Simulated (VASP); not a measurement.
ZnSe: electric field gradients with LDA

The system is ZnSe.

```
CELL_PARAMETERS angstrom
0.00000 2.77644 2.77644
2.77644 0.00000 2.77644
2.77644 2.77644 0.00000
ATOMIC_POSITIONS crystal
Zn 0.00000 0.00000 0.00000
Se 0.75000 0.75000 0.75000
```

This cell differs from its parent crystal: volume scaled by 0.9405.

* Program: VASP 6.6.1
* Task: electric field gradients
* Functional: LDA
* Potentials or basis: VASP PAW LDA potentials, release 64 (Zn, Se)
* Cutoff: 520 eV
* k mesh: 8 × 8 × 8
* Occupations: fermi-dirac, width 0.03 eV
* Spin: no spin polarisation
* Dipole correction: no
* Further INCAR settings: ALGO = Normal; EDIFF = 1e-08; NBANDS = 16

* Pressure: 1.0 GPa
* Band gap on the k mesh: 1.32 eV, direct

Levels at points of the mesh, in eV from the valence-band top:
```csv
k point,band 6,band 7,band 8,band 9,band 10,band 11,band 12,band 13
"(0.00, 0.00, 0.00)",-6.50,0.00,0.00,0.00,1.32,5.68,5.68,5.68
"(0.50, 0.00, 0.00)",-6.32,-5.70,-0.97,-0.97,2.48,6.27,6.27,8.51
"(0.50, 0.50, 0.00)",-6.30,-5.10,-2.43,-2.43,2.67,3.31,10.99,11.52
```

Wall time 12 s on 1 thread of Intel(R) Xeon(R) Platinum 8559C (Emerald Rapids), with other jobs on the host, peak memory 0.15 GiB.

Caveat: without QUAD_EFG the Cq values of the log hold for a quadrupole moment of 1 mb, not for the nuclei.
